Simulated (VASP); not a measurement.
A run of VASP 6.6.1 is set up as follows.

File INCAR:

```
SYSTEM = BaTiH3
ALGO     = Normal         ! electronic algorithm
EDIFF    = 1E-7           ! SCF threshold, eV
ENCUT    = 520            ! plane-wave cutoff, eV
GGA      = PE             ! functional
ISIF     = 2              ! what is computed and relaxed
ISMEAR   = 0              ! smearing method
LASPH    = .True.         ! aspherical terms in the spheres
LCHARG   = .False.        ! write CHGCAR
LDAU     = .True.         ! DFT+U
LDAUJ    = 0 0 0        
LDAUL    = -1 2 -1        ! shell
LDAUPRINT= 1            
LDAUTYPE = 2            
LDAUU    = 0 4 0          ! U, eV
LMAXMIX  = 4              ! l up to which the mixer works
LREAL    = .False.        ! projectors in reciprocal space
LWAVE    = .False.        ! write WAVECAR
NBANDS   = 20             ! bands
NELM     = 150            ! most SCF steps
PREC     = Accurate       ! precision mode
SIGMA    = 0.1            ! smearing width, eV
```

Contents of KPOINTS:

```
k-points
0
Gamma
  6 6 6
  0 0 0
```

The input POSCAR:

```
BaTiH3
1.0
    3.5161740300      0.0000000000      0.0000000000
    0.0000000000      3.5161740300      0.0000000000
    0.0000000000      0.0000000000      3.5161740300
Ba Ti H
1 1 3
Direct
    0.5000000000      0.5000000000      0.5000000000
    0.0000000000      0.0000000000      0.0000000000
    0.5000000000      0.0000000000      0.0000000000
    0.0000000000      0.5000000000      0.0000000000
    0.0000000000      0.0000000000      0.5000000000
```

Potentials or basis: VASP PAW PBE potentials, release 64 (Ba_sv, Ti_sv, H).

Run with:

```console
$ cat potpaw_PBE.64/Ba_sv/POTCAR potpaw_PBE.64/Ti_sv/POTCAR potpaw_PBE.64/H/POTCAR > POTCAR
$ mpirun -np 1 vasp_std > vasp.out
```

Question: What does it give for the band gap on the k mesh?

Answer: Zero (an odd number of electrons rules out a gap without spin polarisation).

Question: Predict the pressure.

Answer: 61.6 GPa.

Eigenvalues of the final occupation matrices:
| site | spin | trace | eigenvalues |
| --- | --- | --- | --- |
| site 2 d | 1 | 1.09 | 0.15 0.15 0.26 0.26 0.26 |
| site 2 d | 2 | 1.09 | 0.15 0.15 0.26 0.26 0.26 |

Caveat: the cell stands under pressure; spin-orbit coupling is left out, which moves the levels of the heavy elements; U without spin polarisation on a metal has little footing; the U is typed as a test and isn't derived for this compound.
